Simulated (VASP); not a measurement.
# Os (P6_3/mmc) in VASP: further runs

Os is run at these levels: PBEsol; tasks: single point, relaxation of cell and atoms.

All numbers are computed with VASP 6.6.1; they aren't measurements. Logs are shortened: lines on timing, memory, paths and dates and some standing lists are left out, and cuts for length are marked.

## 1. The cell of the first run

The structure is hexagonal, space group P6_3/mmc (No. 194). The conventional cell has a = 2.733 Å, b = 2.733 Å, c = 4.297 Å, α = 90.00°, β = 90.00°, γ = 120.00°. Os (site symmetry -6m2) has 12 Os at 2.67 to 2.73 Å within 3.5 Å.

## 2. Single point, PBEsol

Contents of INCAR:

```
SYSTEM = Os
PREC = Accurate
ENCUT = 520
EDIFF = 1E-6
ISMEAR = 0
SIGMA = 0.05
LREAL = .FALSE.
LASPH = .TRUE.
NELM = 100
ALGO = Normal
ISIF = 2
LWAVE = .FALSE.
LCHARG = .FALSE.
GGA = PS
NBANDS = 15
```

Contents of KPOINTS:

```
regular mesh
0
G
  10 10 6
  0 0 0
```

Contents of POSCAR:

```
Os
1.0
    2.7331034664      0.0000000000      0.0000000000
   -1.3665517332      2.3669370331      0.0000000000
    0.0000000000      0.0000000000      4.2966140401
Os
2
Direct
    0.3333333333      0.6666666667      0.2500000000
    0.6666666667      0.3333333333      0.7500000000
```

Potentials or basis: VASP PAW PBE potentials, release 64 (Os).

The run is started by

```bash
> cat potpaw_PBE.64/Os/POTCAR > POTCAR
> mpirun -np 1 vasp_std > vasp.out
```

OUTCAR:

```text
SYSTEM = Os
   PREC = Accurate
   ENCUT = 520
   EDIFF = 1E-6
   ISMEAR = 0
   LREAL = .FALSE.
   LASPH = .TRUE.
   NELM = 100
   ISIF = 2
   GGA = PS

 ion  position               nearest neighbor table
   1  0.333  0.667  0.250-   2 2.67   2 2.67   2 2.67   2 2.67   2 2.67   2 2.67
   2  0.667  0.333  0.750-   1 2.67   1 2.67   1 2.67   1 2.67   1 2.67   1 2.67

  LATTYP: Found a hexagonal cell.
 ALAT       =     2.7331034664
 C/A-ratio  =     1.5720641728

  Lattice vectors:

 A1 = (   2.7331034664,   0.0000000000,   0.0000000000)
 A2 = (  -1.3665517332,   2.3669370331,   0.0000000000)
 A3 = (   0.0000000000,   0.0000000000,   4.2966140401)

Analysis of symmetry for initial positions (statically):
=====================================================================
 Subroutine PRICEL returns:
 Original cell was already a primitive cell.

 Routine SETGRP: Setting up the symmetry group for a
 hexagonal supercell.

 Subroutine GETGRP returns: Found 24 space group operations
 (whereof 12 operations were pure point group operations)
 out of a pool of 24 trial point group operations.

The static configuration has the point symmetry D_3d.
 The point group associated with its full space group is D_6h.

Analysis of symmetry for dynamics (positions and initial velocities):
=====================================================================
 Subroutine PRICEL returns:
 Original cell was already a primitive cell.

 Routine SETGRP: Setting up the symmetry group for a
 hexagonal supercell.

 Subroutine GETGRP returns: Found 24 space group operations
 (whereof 12 operations were pure point group operations)
 out of a pool of 24 trial point group operations.

The dynamic configuration has the point symmetry D_3d.
 The point group associated with its full space group is D_6h.

 Subroutine INISYM returns: Found 24 space group operations
 (whereof 12 operations are pure point group operations),
 and found     1 'primitive' translations

----------------------------------------------------------------------------------------

                                     Primitive cell

  volume of cell :      27.7952

  direct lattice vectors                    reciprocal lattice vectors
     2.733103466  0.000000000  0.000000000     0.365884429  0.211243473  0.000000000
    -1.366551733  2.366937033  0.000000000     0.000000000  0.422486947  0.000000000
     0.000000000  0.000000000  4.296614040     0.000000000  0.000000000  0.232741408

  length of vectors
     2.733103466  2.733103466  4.296614040     0.422486947  0.422486947  0.232741408

  position of ions in fractional coordinates (direct lattice)
     0.333333333  0.666666667  0.250000000
     0.666666667  0.333333333  0.750000000

  ion indices of the primitive-cell ions
   primitive index   ion index
                 1           1
                 2           2

----------------------------------------------------------------------------------------

 KPOINTS: regular mesh

Automatic generation of k-mesh.
 Grid dimensions read from file:
 generate k-points for:   10   10    6

 Generating k-lattice:

  Cartesian coordinates                     Fractional coordinates (reciprocal lattice)
     0.036588443  0.021124347  0.000000000     0.100000000  0.000000000  0.000000000
     0.000000000  0.042248695  0.000000000     0.000000000  0.100000000  0.000000000
     0.000000000  0.000000000  0.038790235     0.000000000  0.000000000  0.166666667

  Length of vectors
     0.042248695  0.042248695  0.038790235

  Shift w.r.t. Gamma in fractional coordinates (k-lattice)
     0.000000000  0.000000000  0.000000000

 Subroutine IBZKPT returns following result:
 ===========================================

 Found     56 irreducible k-points:

 Following reciprocal coordinates:
            Coordinates               Weight
  0.000000  0.000000  0.000000      1.000000
  0.100000  0.000000  0.000000      6.000000
  0.200000  0.000000  0.000000      6.000000
  0.300000  0.000000  0.000000      6.000000
  0.400000  0.000000  0.000000      6.000000
  0.500000  0.000000  0.000000      3.000000
[... 16 lines left out ...]
  0.300000  0.100000  0.166667     24.000000
  0.400000  0.100000  0.166667     24.000000
 [... further k-points ...]
   k-points           NKPTS =     56   k-points in BZ     NKDIM =     56   number of bands    NBANDS=     15
   number of dos      NEDOS =    301   number of ions     NIONS =      2
   total plane-waves  NPLWV =  12800
   dimension x,y,z NGX =    20 NGY =   20 NGZ =   32
   dimension x,y,z NGXF=    40 NGYF=   40 NGZF=   64
   ions per type =               2
   NGX,Y,Z   is equivalent  to a cutoff of  12.17, 12.17, 12.38 a.u.
   NGXF,Y,Z  is equivalent  to a cutoff of  24.33, 24.33, 24.76 a.u.
 SYSTEM =  Os
   PREC   = accura    normal or accurate (medium, high low for compatibility)
   ISTART =      0    job   : 0-new  1-cont  2-samecut
   ICHARG =      2    charge: 1-file 2-atom 10-const
[... 65 lines left out ...]
      3       6.2963      2.00000
      4       6.2963      2.00000
      5       6.6159      2.00000
      6       7.1648      2.00000
      7       7.1648      2.00000
      8       7.7777      2.00000
      9       7.7777      2.00000
     10       9.4627      1.83685
     11      11.1118      0.00000
     12      11.1118      0.00000
     13      18.5847      0.00000
     14      23.4143      0.00000
     15      26.2531      0.00000

 k-point     2 :       0.1000    0.0000    0.0000
  band No.  band energies     occupation
      1      -1.2455      2.00000
      2       1.8677      2.00000
      3       5.6735      2.00000
      4       6.6537      2.00000
      5       6.9057      2.00000
      6       7.1805      2.00000
      7       7.1942      2.00000
      8       7.4977      2.00000
      9       7.5009      2.00000
     10       8.2794      2.00000
     11      11.3052      0.00000
     12      12.9969      0.00000
     13      18.5488      0.00000
     14      24.2260      0.00000
     15      26.7486      0.00000

 k-point     3 :       0.2000    0.0000    0.0000
  band No.  band energies     occupation
      1      -0.1567      2.00000
      2       2.6185      2.00000
      3       5.0040      2.00000
      4       5.5465      2.00000
      5       6.4488      2.00000
      6       6.9056      2.00000
      7       7.6651      2.00000
      8       7.6789      2.00000
      9       8.0660      2.00000
     10       8.4425      2.00000
     11      11.6755      0.00000
     12      15.6739      0.00000
     13      18.3183      0.00000
     14      24.9886      0.00000
     15      26.5610      0.00000

 k-point     4 :       0.3000    0.0000    0.0000
  band No.  band energies     occupation
      1       1.1873      2.00000
      2       2.7312      2.00000
      3       4.1065      2.00000
      4       5.1603      2.00000
      5       6.3156      2.00000
      6       6.5008      2.00000
      7       7.2356      2.00000
      8       9.1988      2.00000
      9       9.4545      1.89569
     10       9.8182      0.00000
     11      11.9764      0.00000
     12      17.9684      0.00000
     13      18.3207      0.00000
     14      21.7253      0.00000
     15      24.8400      0.00000
[... 307 lines left out ...]
 k-point    22 :       0.2000    0.1000    0.1667
  band No.  band energies     occupation
      1       0.9929      2.00000
      2       3.2587      2.00000
      3       4.3132      2.00000
      4       4.7193      2.00000
      5       5.9802      2.00000
      6       6.6191      2.00000
      7       7.2387      2.00000
      8       8.4338      2.00000
      9       9.1738      2.00000
     10       9.5855      0.03738
     11      11.6206      0.00000
     12      15.4158      0.00000
     13      20.0420      0.00000
     14      23.9603      0.00000
     15      25.0803      0.00000

 k-point    23 :       0.3000    0.1000    0.1667
  band No.  band energies     occupation
      1       1.8996      2.00000
      2       2.9911      2.00000
      3       3.7384      2.00000
      4       4.8211      2.00000
      5       6.0620      2.00000
      6       6.7238      2.00000
      7       7.3080      2.00000
      8       9.5601      0.17338
      9      10.6415      0.00000
     10      10.8823      0.00000
     11      12.0229      0.00000
     12      16.5719      0.00000
     13      19.0253      0.00000
     14      22.2089      0.00000
     15      22.7097      0.00000

 k-point    24 :       0.4000    0.1000    0.1667
  band No.  band energies     occupation
      1       1.9995      2.00000
      2       2.6029      2.00000
      3       3.8073      2.00000
      4       4.7784      2.00000
      5       5.8459      2.00000
      6       7.4952      2.00000
      7       7.8168      2.00000
      8      10.8800      0.00000
      9      11.3442      0.00000
     10      11.7000      0.00000
     11      13.2336      0.00000
     12      15.8358      0.00000
     13      18.4573      0.00000
     14      20.5061      0.00000
     15      21.6200      0.00000

 [... further k-points ...]

------------------------ aborting loop because EDIFF is reached ----------------------------------------

  FORCE on cell =-STRESS in cart. coord.  units (eV):
  Direction    XX          YY          ZZ          XY          YZ          ZX
  --------------------------------------------------------------------------------------
  -------------------------------------------------------------------------------------
  Total        0.0844169      0.0844169      0.0755746     -0.0000000      0.0000000      0.0000000
  in kB        4.8659888      4.8659888      4.3562926     -0.0000000      0.0000000      0.0000000
  external PRESSURE =       4.6960901 kB  Pullay stress =       0.0000000 kB

 VOLUME and BASIS-vectors are now :
 -----------------------------------------------------------------------------
  energy-cutoff  :      520.00
  volume of cell :       27.80
      direct lattice vectors                 reciprocal lattice vectors
     2.733103466  0.000000000  0.000000000     0.365884429  0.211243473  0.000000000
    -1.366551733  2.366937033  0.000000000     0.000000000  0.422486947  0.000000000
     0.000000000  0.000000000  4.296614040     0.000000000  0.000000000  0.232741408

 POSITION                                       TOTAL-FORCE (eV/Angst)
 -----------------------------------------------------------------------------------
     -0.00000      1.57796      1.07415         0.000000      0.000000      0.000000
      1.36655      0.78898      3.22246        -0.000000     -0.000000      0.000000
 -----------------------------------------------------------------------------------
    total drift:                               -0.000000      0.000000     -0.000000

  FREE ENERGIE OF THE ION-ELECTRON SYSTEM (eV)
  ---------------------------------------------------
  free  energy   TOTEN  =       -24.4660845102 eV

  energy  without entropy=      -24.4640895800  energy(sigma->0) =      -24.46508705
```

Run time: 30 s. Hardware: 1 thread of AMD EPYC 7R13, shared host; peak memory 0.12 GiB.

Results:

- Free energy: -24.4661 eV
- Pressure: 0.5 GPa
- Band gap on the k mesh: zero (bands 8 and 9 overlap by 3.93 eV)

Caveat: the PAW data sets were made with another functional, which shifts forces and pressure a little; spin-orbit coupling is left out, which moves the levels of the heavy elements.

## 3. Single point, PBEsol

This run uses another cell than the first one, of 13.76 Å³/atom.

Contents of INCAR:

```
SYSTEM = Os
PREC = Accurate ; ENCUT = 520
EDIFF = 1E-7 ; ISMEAR = 0
SIGMA = 0.05 ; LREAL = .False.
LASPH = .True. ; NELM = 100
ALGO = Normal ; ISIF = 2
LWAVE = .False. ; LCHARG = .False.
GGA = PS ; NBANDS = 15
```

Contents of KPOINTS:

```
Automatic mesh
0
Gamma
  10 10 6
  0 0 0
```

Contents of POSCAR:

```
Os
1.0
    2.7239625838      0.0000000000      0.0000000000
   -1.3619812919      2.3590207966      0.0000000000
    0.0000000000      0.0000000000      4.2822439861
Os
2
Direct
    0.3333333333      0.6666666667      0.2500000000
    0.6666666667      0.3333333333      0.7500000000
```

Potentials or basis: VASP PAW PBE potentials, release 64 (Os).

The run is started by

```bash
> cat potpaw_PBE.64/Os/POTCAR > POTCAR
> mpirun -np 1 vasp_std > vasp.out
```

Run time: 31 s. Hardware: 1 thread of AMD EPYC 7R13, shared host; peak memory 0.12 GiB.

Results (log left out):

| Property | Result |
| --- | --- |
| Free energy | -24.4611 eV |
| Pressure | 5.1 GPa |
| Band gap on the k mesh | zero (bands 8 and 9 overlap by 3.99 eV) |

Stress tensor (GPa, compression positive):
```
4.96 0.00 0.00
0.00 4.96 0.00
0.00 0.00 5.26
```

Levels at points of the mesh, in eV from the Fermi level:
| k point | band 6 | band 7 | band 8 | band 9 | band 10 | band 11 |
| --- | --- | --- | --- | --- | --- | --- |
| (0.00, 0.00, 0.00) | -2.38 | -2.38 | -1.76 | -1.76 | -0.05 | 1.62 |
| (0.50, 0.00, 0.00) | -2.71 | -2.01 | 1.95 | 2.54 | 2.73 | 4.40 |
| (0.00, 0.00, 0.50) | -3.48 | -3.48 | -3.48 | 0.82 | 0.82 | 0.82 |
| (0.50, 0.00, 0.50) | -1.38 | -0.30 | -0.30 | 2.31 | 2.31 | 3.26 |

Caveat: the cell stands under pressure; the PAW data sets were made with another functional, which shifts forces and pressure a little; spin-orbit coupling is left out, which moves the levels of the heavy elements.

## 4. Single point, PBEsol

This run uses another cell than the first one, of 14.04 Å³/atom.

Contents of INCAR:

```
  PREC = Accurate
  ENCUT = 520
  EDIFF = 1E-7
  ISMEAR = 0
  SIGMA = 0.05
  LREAL = F
  LASPH = T
  NELM = 100
  ALGO = Normal
  ISIF = 2
  LWAVE = F
  LCHARG = T
  GGA = PS
  LELF = T
  LVHAR = T
  NBANDS = 15
```

Contents of KPOINTS:

```
regular mesh
0
Gamma
  10 10 6
```

Contents of POSCAR:

```
Os
1.0
    2.7421836110      0.0000000000      0.0000000000
   -1.3710918055      2.3748006690      0.0000000000
    0.0000000000      0.0000000000      4.3108886102
Os
2
Direct
    0.3333333333      0.6666666667      0.2500000000
    0.6666666667      0.3333333333      0.7500000000
```

The run is started by

```bash
> cat potpaw_PBE.64/Os/POTCAR > POTCAR
> mpirun -np 1 vasp_std > vasp.out
```

Wall time 30 s (1 thread of AMD EPYC 7R13, shared host); peak memory 0.12 GiB.

It converged, with:

| Quantity | Value |
| --- | --- |
| Free energy | -24.4633 eV |
| Pressure | -3.9 GPa |
| Band gap on the k mesh | zero (bands 8 and 9 overlap by 3.86 eV) |

Stress tensor (GPa, compression positive):
```
-3.74  0.00  0.00
 0.00 -3.74  0.00
 0.00  0.00 -4.11
```

Levels at points of the mesh, in eV from the Fermi level:
```tsv
k point	band 4	band 5	band 6	band 7	band 8	band 9	band 10	band 11	band 12	band 13
(0.00, 0.00, 0.00)	-3.17	-2.85	-2.31	-2.31	-1.71	-1.71	-0.05	1.58	1.58	8.96
(0.50, 0.00, 0.00)	-3.69	-3.05	-2.64	-1.96	1.88	2.46	2.64	4.27	5.54	9.19
(0.00, 0.00, 0.50)	-3.66	-3.37	-3.37	-3.37	-3.37	0.79	0.79	0.79	0.79	13.63
(0.50, 0.00, 0.50)	-5.41	-1.33	-1.33	-0.29	-0.29	2.23	2.23	3.18	3.18	8.94
```

Caveat: the cell stands under tension; the PAW data sets were made with another functional, which shifts forces and pressure a little; spin-orbit coupling is left out, which moves the levels of the heavy elements.

## 5. Relaxation of cell and atoms, PBEsol

This run uses another cell than the first one, of the same volume but with other edges.

Contents of INCAR:

```
ALGO = Normal ; EDIFF = 1E-6
EDIFFG = -0.01 ; ENCUT = 600
GGA = PS ; IBRION = 2
ISIF = 3 ; ISMEAR = 0
LASPH = True ; LCHARG = False
LREAL = False ; LWAVE = False
NELM = 60 ; NSW = 80
PREC = Accurate ; SIGMA = 0.05
```

Contents of KPOINTS:

```
k-points
0
Gamma
  10 10 6
```

Contents of POSCAR:

```
Os
1.0
    2.7000000000      0.0000000000      0.0000000000
   -1.3500000000      2.3382685902      0.0000000000
    0.0000000000      0.0000000000      4.4091000000
Os
2
Direct
    0.3333333333      0.6666666667      0.2500000000
    0.6666666667      0.3333333333      0.7500000000
```

The run is started by

```bash
> cat potpaw_PBE.64/Os/POTCAR > POTCAR
> mpirun -np 1 vasp_std > vasp.out
```

It took 1.7 min on 1 thread of AMD EPYC 7R13, shared host; peak memory 0.14 GiB.

The run converged. Its results:

* Free energy: -24.4670 eV
* Energy gained by relaxing: 27.5 meV/atom
* Ionic steps: 6
* Pressure after relaxing: 0.0 GPa
* Band gap on the k mesh: zero (bands 8 and 9 overlap by 3.92 eV)

Stress tensor (GPa, compression positive):
```
-0.07  0.00  0.00
 0.00 -0.07  0.00
 0.00  0.00  0.06
```

Step by step:
```tsv
step	energy change (eV)	largest force (eV/Å)	pressure (GPa)	volume (Å³)
1	0.0000	0.0000	-0.03	27.84
2	0.0942	0.0000	5.33	27.73
3	-0.0551	0.0000	0.22	27.82
4	-0.0551	0.0000	0.24	27.82
5	-0.0549	0.0000	-0.97	27.89
6	-0.0551	0.0000	-0.03	27.84
```

Final structure:
```yaml
crystal:
  lattice:
    - [2.73479, 0.00000, 0.00000]
    - [-1.36740, 2.36840, 0.00000]
    - [0.00000, 0.00000, 4.29761]
  atoms:
    - { symbol: Os, position: [0.33333, 0.66667, 0.25000] }
    - { symbol: Os, position: [0.66667, 0.33333, 0.75000] }
```

Levels at points of the mesh, in eV from the Fermi level:
```csv
k point,band 4,band 5,band 6,band 7,band 8,band 9,band 10,band 11,band 12
"(0.00, 0.00, 0.00)",-3.21,-2.89,-2.34,-2.34,-1.73,-1.73,-0.05,1.60,1.60
"(0.50, 0.00, 0.00)",-3.74,-3.08,-2.67,-1.98,1.91,2.49,2.68,4.32,5.61
"(0.00, 0.00, 0.50)",-3.70,-3.42,-3.42,-3.42,-3.42,0.80,0.80,0.80,0.80
"(0.50, 0.00, 0.50)",-5.48,-1.35,-1.35,-0.29,-0.29,2.26,2.26,3.21,3.21
```

Caveat: the PAW data sets were made with another functional, which shifts forces and pressure a little; spin-orbit coupling is left out, which moves the levels of the heavy elements.

## 6. The runs side by side

| task | cell | cutoff (eV) | gap on the mesh (eV) | pressure (GPa) |
| --- | --- | --- | --- | --- |
| single point | a = 2.733, b = 2.733, c = 4.297 Å, angles 90.0, 90.0, 120.0°, 2 atoms | 520 | none | 0.5 |
| single point | a = 2.724, b = 2.724, c = 4.282 Å, angles 90.0, 90.0, 120.0°, 2 atoms | 520 | none | 5.1 |
| single point | a = 2.742, b = 2.742, c = 4.311 Å, angles 90.0, 90.0, 120.0°, 2 atoms | 520 | none | -3.9 |
| relaxation of cell and atoms | relaxed from a = 2.700, b = 2.700, c = 4.409 Å, angles 90.0, 90.0, 120.0°, 2 atoms | 600 | none | 0.0 |

Alike in all rows: level PBEsol; potentials or basis VASP PAW PBE potentials, release 64 (Os); no spin polarisation; k mesh 10 × 10 × 6; smearing gaussian 0.05 eV.

Caveats: the PAW data sets were made with another functional, which shifts forces and pressure a little; spin-orbit coupling is left out, which moves the levels of the heavy elements; the cell stands under pressure (at least some runs); the cell stands under tension (at least some runs).

Total energies depend on the potentials used, so only differences within one code and one set of settings carry meaning.
